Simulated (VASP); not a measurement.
WSe2, 6 atoms in the cell. Symmetry: C2/m, No. 12, monoclinic system. The conventional cell has a = 5.752 Å, b = 3.321 Å, c = 15.265 Å, α = 90.00°, β = 91.80°, γ = 90.00°. W (site symmetry m) has 6 Se at 2.55 Å and 6 W at 3.32 Å within 3.4 Å. Within 3.4 Å of Se (site symmetry m) lie 3 W at 2.55 Å and 7 Se at 3.32 to 3.36 Å. Within 3.4 Å of Se (site symmetry m) lie 3 W at 2.55 Å and 7 Se at 3.32 to 3.36 Å.  This cell differs from its parent crystal: the part above a cut slid along it.

| Property | Result |
| --- | --- |
| Program | VASP 6.6.1 |
| Task | single point |
| Functional | PBE |
| Potentials or basis | VASP PAW PBE potentials, release 64 (W_sv, Se) |
| Cutoff | 520 eV |
| k mesh | 9 × 9 × 2 |
| Occupations | gaussian, width 0.05 eV |
| Spin | no spin polarisation |
| Dipole correction | no |
| Further INCAR settings | ALGO = Normal; EDIFF = 1e-06; NBANDS = 35 |

Potentials or basis: VASP PAW PBE potentials, release 64 (W_sv, Se).

Command:

```console
$ cat potpaw_PBE.64/W_sv/POTCAR potpaw_PBE.64/Se/POTCAR > POTCAR
$ mpirun -np 1 vasp_std > vasp.out
```

Hardware: 1 thread of Intel Xeon 8259CL (shared host).

Question: How long does it take, and how much memory?

Answer: Wall time 11 min on 1 thread of Intel Xeon 8259CL, on a shared host, peak memory 0.41 GiB. Counts: scf iterations 15, k points 50.
